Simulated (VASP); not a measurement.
# GaB (I4/mmm) in VASP: relaxation of cell and atoms with PBE

Aim: the relaxation of cell and atoms of GaB with PBE.

All numbers are computed with VASP 6.6.1; they aren't measurements. Logs are shortened: lines on timing, memory, paths and dates and some standing lists are left out, and cuts for length are marked.

## Step 1: The cell of the first run

Symmetry: I4/mmm, No. 139, tetragonal system. The conventional cell has a = 3.258 Å, b = 3.258 Å, c = 4.545 Å, α = 90.00°, β = 90.00°, γ = 90.00°. Within 3.0 Å of Ga (site symmetry 4/mmm) lie 6 B at 2.27 to 2.30 Å. Within 3.0 Å of B (site symmetry 4/mmm) lie 6 Ga at 2.27 to 2.30 Å.

## Step 2: Relaxation of cell and atoms, PBE

File INCAR:

```
PREC = Accurate ; ENCUT = 500
EDIFF = 1E-7 ; ISMEAR = 0
SIGMA = 0.1 ; LREAL = F
LASPH = T ; NELM = 120
ALGO = Normal ; ISIF = 3
LWAVE = F ; LCHARG = F
GGA = PE ; IBRION = 2
NSW = 100 ; EDIFFG = -0.01
GGA_COMPAT = F ; NELMIN = 4
```

File KPOINTS:

```
Automatic mesh
0
Gamma
  24 24 24
```

File POSCAR:

```
GaB
1.0
   -1.6290799315      1.6290799315      2.2723042079
    1.6290799315     -1.6290799315      2.2723042079
    1.6290799315      1.6290799315     -2.2723042079
Ga B
1 1
Direct
    0.0000000000      0.0000000000      0.0000000000
    0.5000000000      0.5000000000      0.0000000000
```

Potentials or basis: VASP PAW PBE potentials, release 64 (Ga_d, B).

Launch:

```
> cat potpaw_PBE.64/Ga_d/POTCAR potpaw_PBE.64/B/POTCAR > POTCAR
> mpirun -np 1 vasp_std > vasp.out
```

OUTCAR:

```text
PREC = Accurate
   ENCUT = 500
   EDIFF = 1E-7
   ISMEAR = 0
   LREAL = F
   LASPH = T
   NELM = 120
   ISIF = 3
   GGA = PE
   IBRION = 2
   NSW = 100
   EDIFFG = -0.01
   NELMIN = 4

 ion  position               nearest neighbor table
   1  0.000  0.000  0.000-   2 2.27   2 2.27   2 2.30   2 2.30   2 2.30   2 2.30
   2  0.500  0.500  0.000-   1 2.27   1 2.27   1 2.30   1 2.30   1 2.30   1 2.30

  LATTYP: Found a body centered tetragonal cell.
 ALAT       =     3.2581598630
 C/A-ratio  =     1.3948389910

  Lattice vectors:

 A1 = (  -1.6290799315,   1.6290799315,   2.2723042079)
 A2 = (   1.6290799315,  -1.6290799315,   2.2723042079)
 A3 = (   1.6290799315,   1.6290799315,  -2.2723042079)

Analysis of symmetry for initial positions (statically):
=====================================================================
 Subroutine PRICEL returns:
 Original cell was already a primitive cell.

 Routine SETGRP: Setting up the symmetry group for a
 body centered tetragonal supercell.

 Subroutine GETGRP returns: Found 16 space group operations
 (whereof 16 operations were pure point group operations)
 out of a pool of 16 trial point group operations.

The static configuration has the point symmetry D_4h.

Analysis of symmetry for dynamics (positions and initial velocities):
=====================================================================
 Subroutine PRICEL returns:
 Original cell was already a primitive cell.

 Routine SETGRP: Setting up the symmetry group for a
 body centered tetragonal supercell.

 Subroutine GETGRP returns: Found 16 space group operations
 (whereof 16 operations were pure point group operations)
 out of a pool of 16 trial point group operations.

The dynamic configuration has the point symmetry D_4h.

 Subroutine INISYM returns: Found 16 space group operations
 (whereof 16 operations are pure point group operations),
 and found     1 'primitive' translations

----------------------------------------------------------------------------------------

                                     Primitive cell

  volume of cell :      24.1219

  direct lattice vectors                    reciprocal lattice vectors
    -1.629079931  1.629079931  2.272304208     0.000000000  0.306921711  0.220040960
     1.629079931 -1.629079931  2.272304208     0.306921711  0.000000000  0.220040960
     1.629079931  1.629079931 -2.272304208     0.306921711  0.306921711  0.000000000

  length of vectors
     3.235918611  3.235918611  3.235918611     0.377649256  0.377649256  0.434052846

  position of ions in fractional coordinates (direct lattice)
     0.000000000  0.000000000  0.000000000
     0.500000000  0.500000000  0.000000000

  ion indices of the primitive-cell ions
   primitive index   ion index
                 1           1
                 2           2

----------------------------------------------------------------------------------------

 KPOINTS: Automatic mesh

Automatic generation of k-mesh.
 Grid dimensions read from file:
 generate k-points for:   24   24   24

 Generating k-lattice:

  Cartesian coordinates                     Fractional coordinates (reciprocal lattice)
     0.000000000  0.012788405  0.009168373     0.041666667  0.000000000  0.000000000
     0.012788405  0.000000000  0.009168373     0.000000000  0.041666667  0.000000000
     0.012788405  0.012788405  0.000000000     0.000000000  0.000000000  0.041666667

  Length of vectors
     0.015735386  0.015735386  0.018085535

  Shift w.r.t. Gamma in fractional coordinates (k-lattice)
     0.000000000  0.000000000  0.000000000

 Subroutine IBZKPT returns following result:
 ===========================================

 Found   1063 irreducible k-points:

 Following reciprocal coordinates:
            Coordinates               Weight
  0.000000  0.000000  0.000000      1.000000
  0.041667  0.000000 -0.000000      8.000000
  0.083333  0.000000 -0.000000      8.000000
  0.125000  0.000000 -0.000000      8.000000
  0.166667  0.000000 -0.000000      8.000000
  0.208333  0.000000 -0.000000      8.000000
[... 16 lines left out ...]
  0.416667  0.041667 -0.000000     16.000000
  0.458333  0.041667 -0.000000     16.000000
 [... further k-points ...]
   k-points           NKPTS =   1063   k-points in BZ     NKDIM =   1063   number of bands    NBANDS=     12
   number of dos      NEDOS =    301   number of ions     NIONS =      2
   total plane-waves  NPLWV =  13824
   dimension x,y,z NGX =    24 NGY =   24 NGZ =   24
   dimension x,y,z NGXF=    48 NGYF=   48 NGZF=   48
   ions per type =               1   1
   NGX,Y,Z   is equivalent  to a cutoff of  12.33, 12.33, 12.33 a.u.
   NGXF,Y,Z  is equivalent  to a cutoff of  24.66, 24.66, 24.66 a.u.
 SYSTEM =  unknown system
   PREC   = accura    normal or accurate (medium, high low for compatibility)
   ISTART =      0    job   : 0-new  1-cont  2-samecut
   ICHARG =      2    charge: 1-file 2-atom 10-const
   ISPIN  =      1    spin polarized calculation?
   LNONCOLLINEAR =      F non collinear calculations
   LSORBIT =      F    spin-orbit coupling
   LASPH  =      T    aspherical Exc in radial PAW
   ENCUT  =  500.0 eV  36.75 Ry    6.06 a.u.   5.90  5.90  5.90*2*pi/ulx,y,z
   NELM   =    120;   NELMIN=  4; NELMDL= -5     # of ELM steps
   EDIFF  = 0.1E-06   stopping-criterion for ELM
   LREAL  =      F    real-space projection
   EDIFFG = -.1E-01   stopping-criterion for IOM
   NSW    =    100    number of steps for IOM
   IBRION =      2    ionic relax: 0-MD 1-quasi-New 2-CG
   NFREE  =      1    steps in history (QN), initial steepest desc. (CG)
   ISIF   =      3    stress and relaxation
   ISYM   =      2    0-nonsym 1-usesym 2-fastsym
   POTIM  = 0.5000    time-step for ionic-motion
   TEBEG  =    0.0;   TEEND  =   0.0 temperature during run
   PSTRESS=    0.0 pullay stress
   NELECT =      16.0000    total number of electrons
   NUPDOWN=      -1.0000    fix difference up-down
   EMIN   =  10.00;   EMAX   =-10.00  energy-range for DOS
   EFERMI =   0.00;   METHOD = LEGACY
   ISMEAR =     0;   SIGMA  =   0.10  broadening in eV -4-tet -1-fermi 0-gaus
   EFERMI_NEDOS =   21; number of points for ismear=-14 and -15
   IALGO  =     38    algorithm
   IMIX   =      4    mixing-type and parameters
     AMIX     =   0.40;   BMIX     =  1.00
     AMIX_MAG =   1.60;   BMIX_MAG =  1.00
  volume/ion in A,a.u.               =      12.06        81.39
  Fermi-wavevector in a.u.,A,eV,Ry     =   1.427724  2.698008 27.734078  2.038397
  Thomas-Fermi vector in A             =   2.547863
   LORBIT       =      0    0 simple, 1 ext, 2 COOP (PROOUT), +10 PAW based schemes
   GGA     = PE    functional components
   LHFCALC =     F    Hartree Fock is set to
   AEXX    =    0.0000 exact exchange contribution
   IVDW    =     0    specifies the selected vdW correction
   LEPSILON=     F    determine dielectric tensor
   LRPA    =     F    only Hartree local field effects (RPA)
 conjugate gradient relaxation of ions
 non-spin polarized calculation
 Gauss-broadening in eV      SIGMA  =   0.10
  energy-cutoff  :      500.00
  volume of cell :       24.12
 maximum number of plane-waves:       625
   NGX = 11   NGY = 11   NGZ = 11

--------------------------------------- Ionic step        1  -------------------------------------------

 number of electron      15.9999987 magnetization

 Free energy of the ion-electron system (eV)
  ---------------------------------------------------
  ext. energy  EPLUGINS =         0.00000000
  ---------------------------------------------------
  free energy    TOTEN  =        -7.80669941 eV

  energy without entropy =       -7.80247316  energy(sigma->0) =       -7.80458629

------------------------ aborting loop because EDIFF is reached ----------------------------------------

  FORCE on cell =-STRESS in cart. coord.  units (eV):
  Direction    XX          YY          ZZ          XY          YZ          ZX
  --------------------------------------------------------------------------------------
  -------------------------------------------------------------------------------------
  Total       -0.0279959     -0.0279959      0.3156289      0.0000000      0.0000000      0.0000000
  in kB       -1.8594876     -1.8594876     20.9640942      0.0000000      0.0000000      0.0000000
  external PRESSURE =       5.7483730 kB  Pullay stress =       0.0000000 kB

 VOLUME and BASIS-vectors are now :
 -----------------------------------------------------------------------------
  energy-cutoff  :      500.00
  volume of cell :       24.12
      direct lattice vectors                 reciprocal lattice vectors
    -1.629079931  1.629079931  2.272304208     0.000000000  0.306921711  0.220040960
     1.629079931 -1.629079931  2.272304208     0.306921711  0.000000000  0.220040960
     1.629079931  1.629079931 -2.272304208     0.306921711  0.306921711  0.000000000
[... 73 lines left out ...]
 POSITION                                       TOTAL-FORCE (eV/Angst)
 -----------------------------------------------------------------------------------
      0.00000      0.00000      0.00000         0.000000      0.000000     -0.000000
      0.00000      0.00000      2.29474        -0.000000      0.000000      0.000000
 -----------------------------------------------------------------------------------
    total drift:                               -0.000000      0.000000      0.000000

  FREE ENERGIE OF THE ION-ELECTRON SYSTEM (eV)
  ---------------------------------------------------
  free  energy   TOTEN  =        -7.8082672863 eV

  energy  without entropy=       -7.8038325097  energy(sigma->0) =       -7.80604990

--------------------------------------- Ionic step        4  -------------------------------------------

 number of electron      15.9999988 magnetization

 Free energy of the ion-electron system (eV)
  ---------------------------------------------------
  ext. energy  EPLUGINS =         0.00000000
  ---------------------------------------------------
  free energy    TOTEN  =        -7.80843893 eV

  energy without entropy =       -7.80400362  energy(sigma->0) =       -7.80622128

 E-fermi :   6.0170     XC(G=0): -11.7337

 val. band max:        6.0159837063   @ k =  -0.3333   0.2500   0.0000
 cond. band min:       6.0210839132   @ k =  -0.2500  -0.4167   0.2083
 fundamental gap:      0.0051002069
 Fermi energy:         6.0170138648

 k-point     1 :       0.0000    0.0000    0.0000
  band No.  band energies     occupation
      1      -8.4011      2.00000
      2      -8.4011      2.00000
      3      -8.4010      2.00000
      4      -8.3915      2.00000
      5      -8.3915      2.00000
      6      -6.6020      2.00000
      7       8.3675      0.00000
      8       8.3702      0.00000
      9       8.3702      0.00000
     10      14.4879      0.00000
     11      17.7213      0.00000
     12      17.7213      0.00000

 k-point     2 :       0.0417    0.0000   -0.0000
  band No.  band energies     occupation
      1      -8.4015      2.00000
      2      -8.4000      2.00000
      3      -8.4000      2.00000
      4      -8.3923      2.00000
      5      -8.3922      2.00000
      6      -6.5673      2.00000
      7       8.1905      0.00000
      8       8.3654      0.00000
      9       8.3672      0.00000
     10      14.5605      0.00000
     11      17.2982      0.00000
     12      17.6987      0.00000
[... 316 lines left out ...]
 k-point    24 :       0.4583    0.0417   -0.0000
  band No.  band energies     occupation
      1      -8.4893      2.00000
      2      -8.4867      2.00000
      3      -8.4575      2.00000
      4      -8.2862      2.00000
      5      -8.2856      2.00000
      6      -2.1277      2.00000
      7      -0.9802      2.00000
      8       8.2900      0.00000
      9       8.5665      0.00000
     10      12.3740      0.00000
     11      12.5713      0.00000
     12      13.6463      0.00000

 [... further k-points ...]

------------------------ aborting loop because EDIFF is reached ----------------------------------------

  FORCE on cell =-STRESS in cart. coord.  units (eV):
  Direction    XX          YY          ZZ          XY          YZ          ZX
  --------------------------------------------------------------------------------------
  -------------------------------------------------------------------------------------
  Total        0.0059816      0.0059816      0.0094714      0.0000000      0.0000000      0.0000000
  in kB        0.3955431      0.3955431      0.6263093      0.0000000      0.0000000      0.0000000
  external PRESSURE =       0.4724651 kB  Pullay stress =       0.0000000 kB

 VOLUME and BASIS-vectors are now :
 -----------------------------------------------------------------------------
  energy-cutoff  :      500.00
  volume of cell :       24.23
      direct lattice vectors                 reciprocal lattice vectors
    -1.624124999  1.624124999  2.296347823     0.000000000  0.307858078  0.217737050
     1.624124999 -1.624124999  2.296347823     0.307858078  0.000000000  0.217737050
     1.624124999  1.624124999 -2.296347823     0.307858078  0.307858078  0.000000000

 POSITION                                       TOTAL-FORCE (eV/Angst)
 -----------------------------------------------------------------------------------
     -1.62412      1.62412      2.29635        -0.000000      0.000000     -0.000000
      1.62412      1.62412      0.00000         0.000000     -0.000000      0.000000
 -----------------------------------------------------------------------------------
    total drift:                               -0.000000     -0.000000      0.000000

  FREE ENERGIE OF THE ION-ELECTRON SYSTEM (eV)
  ---------------------------------------------------
  free  energy   TOTEN  =        -7.8084389325 eV

  energy  without entropy=       -7.8040036244  energy(sigma->0) =       -7.80622128

 reached required accuracy - stopping structural energy minimisation
```

Run time: 11 min. Hardware: 1 thread of Oxide Virtual Turin-like, shared host; peak memory 0.39 GiB.

What came out:

```
Free energy                           : -7.8084 eV
Relaxed volume                        : 12.11 Å³/atom
Relaxed cell                          : a = 3.248 Å, b = 3.248 Å, c = 3.248 Å, α = 119.99°, β = 119.99°, γ = 90.01°
Space group after relaxing (to 0.1 Å) : Fm-3m (No. 225)
Energy gained by relaxing             : 0.9 meV/atom
Ionic steps                           : 4
Pressure after relaxing               : 0.0 GPa
Band gap on the k mesh                : zero (bands 8 and 9 overlap by 6.46 eV)
```

Step by step:
```csv
step,energy change (eV),largest force (eV/Å),pressure (GPa),volume (Å³)
1,0.0000,0.0000,0.57,24.12
2,-0.0015,0.0000,-0.19,24.27
3,-0.0016,0.0000,-0.38,24.32
4,-0.0017,0.0000,0.05,24.23
```

Final structure:
```xyz
2
Lattice="-1.6241 1.6241 2.2963 1.6241 -1.6241 2.2963 1.6241 1.6241 -2.2963" Properties=species:S:1:pos:R:3 pbc="T T T"
Ga   -1.6241    1.6241    2.2963
B     1.6241    1.6241    0.0000
```

Levels at points of the mesh, in eV from the Fermi level:
```tsv
k point	band 5	band 6	band 7	band 8	band 9	band 10	band 11	band 12
(0.00, 0.00, 0.00)	-14.41	-12.62	2.35	2.35	2.35	8.47	11.70	11.70
(0.50, 0.00, 0.00)	-14.30	-7.81	-7.42	2.59	2.59	6.45	6.46	7.48
(0.50, 0.50, 0.00)	-14.26	-6.06	-5.55	-1.15	-1.15	0.83	6.02	14.61
(0.50, 0.50, 0.50)	-14.26	-6.06	-5.55	-1.15	-1.15	0.83	6.02	14.61
```
